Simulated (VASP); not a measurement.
Input of a VASP 6.6.1 run:

The input INCAR:

```
SYSTEM = P
PREC     = Accurate       ! precision mode
ENCUT    = 520            ! plane-wave cutoff, eV
EDIFF    = 1E-7           ! SCF threshold, eV
ISMEAR   = 0              ! smearing method
SIGMA    = 0.15           ! smearing width, eV
LREAL    = .FALSE.        ! projectors in reciprocal space
LASPH    = .TRUE.         ! aspherical terms in the spheres
NELM     = 60             ! most SCF steps
ALGO     = Normal         ! electronic algorithm
ISIF     = 2              ! what is computed and relaxed
LWAVE    = .FALSE.        ! write WAVECAR
LCHARG   = .TRUE.         ! write CHGCAR
LELF     = .TRUE.         ! ELF
LVHAR    = .TRUE.       
NBANDS   = 8              ! bands
```

File KPOINTS:

```
Automatic mesh
0
G
  12 12 12
  0 0 0
```

File POSCAR:

```
P
1.0
    4.2729048574     -0.0427290486      0.0000000000
   -0.0427290486      4.2729048574      0.0000000000
    0.0000000000      0.0000000000      4.3780000000
P
1
Direct
    0.0000000000      0.0000000000      0.0000000000
```

Potentials or basis: VASP PAW LDA potentials, release 64 (P).

Run with:

```sh
$ cat potpaw_LDA.64/P/POTCAR > POTCAR
$ mpirun -np 1 vasp_std > vasp.out
```

Problem. Estimate the band gap on the k mesh.

Solution. Zero (an odd number of electrons rules out a gap without spin polarisation).

Problem. Predict the pressure.

Solution. -4.1 GPa.

Stress tensor (GPa, compression positive):
```
-4.26  0.08  0.00
 0.08 -4.26  0.00
 0.00  0.00 -3.84
```

Caveat: the cell differs from its parent crystal (strain -0.0200 x Voigt [0, 0, 0, 0, 0, 1]); the cell stands under tension; the atoms stand far beyond bonding distance, and open shells without spin polarisation read as a metal.
